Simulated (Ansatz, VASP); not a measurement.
## KI in VASP and in Ansatz

```
K I
1.0
     4.99611    0.00000    0.00000
    -2.49806    4.32676    0.00000
     0.00000    0.00000    8.75847
K I
2 2
Direct
  0.00000 0.00000 0.00000
  0.00000 0.00000 0.50000
  0.33333 0.66667 0.25000
  0.66667 0.33333 0.75000
```

Alike in both runs: task single point; functional r2SCAN; k mesh 6 × 6 × 4; no spin polarisation.

|  | VASP | Ansatz |
| --- | --- | --- |
| version | VASP 6.6.1 | Ansatz 0.2.0 |
| potentials or method | VASP PAW PBE potentials, release 64 (K_sv, I) | plane waves, PAW |
| plane-wave cutoff (eV) | 520 | 500 |
| occupations | gaussian, width 0.01 eV | fixed |
| valence electrons in the cell | 32 | 52 |

```tsv
	VASP	Ansatz	Ansatz less VASP
gap on the k mesh at the Fermi level (eV)	4.36	4.36	+0.003
pressure (GPa)	-0.6	-0.6	+0.01
traceless stress, the component that is largest in VASP (GPa)	-0.06	-0.06	-0.001
```

VASP's potentials were made for PBE, not for r2SCAN. VASP's potentials hold 32 valence electrons a cell and Ansatz's 52, so a difference there can come from the potentials and not from the codes.

Neither program's run includes spin-orbit coupling.
